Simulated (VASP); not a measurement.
Write the native input for VASP 6.6.1 that does the following.

```yaml
Task: single point
Functional: PBEsol
Potentials_or_basis: VASP PAW PBE potentials, release 64 (Yb)
Cutoff: 520 eV
k_mesh: 7 × 7 × 4
Occupations: fermi-dirac, width 0.05 eV
Spin: collinear spin, ferromagnetic start
Starting_moments: "[0.5, 0.5] μB"
Fixed_moment: 1 μB
Dipole_correction: no
Further_INCAR_settings: ALGO = Normal; EDIFF = 1e-06; NBANDS = 35
```

The structure of Yb lies in POSCAR:

```
Yb
1.0
    3.8799000000      0.0000000000      0.0000000000
   -1.9399500000      3.3600919641      0.0000000000
    0.0000000000      0.0000000000      6.3859000000
Yb
2
Direct
    0.6666666667      0.3333333333      0.7500000000
    0.3333333333      0.6666666667      0.2500000000
```

This isn't the form of Yb at room conditions, which is fcc.

One way to write it, as run:

INCAR

```
SYSTEM = Yb
ALGO = Normal
EDIFF = 1E-6
ENCUT = 520
GGA = PS
ISIF = 2
ISMEAR = -1
ISPIN = 2
LASPH = .True.
LCHARG = .True.
LELF = .True.
LMAXMIX = 6
LORBIT = 11
LREAL = .False.
LVHAR = .True.
LWAVE = .False.
MAGMOM = 0.5 0.5
NBANDS = 35
NELM = 150
NUPDOWN = 1.0
PREC = Accurate
SIGMA = 0.05
```

KPOINTS

```
k-points
0
Gamma
  7 7 4
  0 0 0
```

Potentials or basis: VASP PAW PBE potentials, release 64 (Yb).

Launch:

```bash
$ cat potpaw_PBE.64/Yb/POTCAR > POTCAR
$ mpirun -np 1 vasp_std > vasp.out
```

Results of the run:

```
Pressure                                              : -3.5 GPa
Net moment                                            : 1.00 μB per cell
Site moments                                          : Yb +0.24 μB
Valence electrons inside the program's atomic spheres : Yb 22.02
```

Caveat: the cell stands under tension; the PAW data sets were made with another functional, which shifts forces and pressure a little; the total moment is fixed, so each spin has its own Fermi level.

Run time: 3.6 min on 1 thread of Intel(R) Xeon(R) 6975P-C (Granite Rapids), on a shared host, peak memory 0.3 GiB.
